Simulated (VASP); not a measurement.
A run of VASP 6.6.1:

INCAR

```
SYSTEM = CdS
ALGO = Normal ; EDIFF = 1E-6
ENCUT = 520 ; GGA = RE
ISIF = 2 ; ISMEAR = -1
IVDW = 12 ; LASPH = .TRUE.
LCHARG = .FALSE. ; LREAL = .FALSE.
LWAVE = .FALSE. ; NBANDS = 16
NELM = 100 ; PREC = Accurate
SIGMA = 0.05
```

Contents of KPOINTS:

```
k-points
0
G
  7 7 5
  0 0 0
```

File POSCAR:

```
CdS
1.0
    3.7015757238      0.0000000000      0.0000000000
   -1.8507878619      3.2056586108      0.0000000000
    0.0000000000      0.0000000000      3.4190425257
Cd S
1 1
Direct
    0.0000000000      0.0000000000      0.6885420419
    0.6666666667      0.3333333333      0.1884579581
```

Potentials or basis: VASP PAW PBE potentials, release 64 (Cd, S).

Run with:

```console
$ cat potpaw_PBE.64/Cd/POTCAR potpaw_PBE.64/S/POTCAR > POTCAR
$ mpirun -np 1 vasp_std > vasp.out
```

Hardware: 1 thread of Intel(R) Xeon(R) Platinum 8488C (Sapphire Rapids), on a shared host.

Question: Estimate the wall time of this run.

Answer: It took 13 s on 1 thread of Intel(R) Xeon(R) Platinum 8488C (Sapphire Rapids), on a shared host, peak memory 0.17 GiB. Counts: scf iterations 13, k points 32.
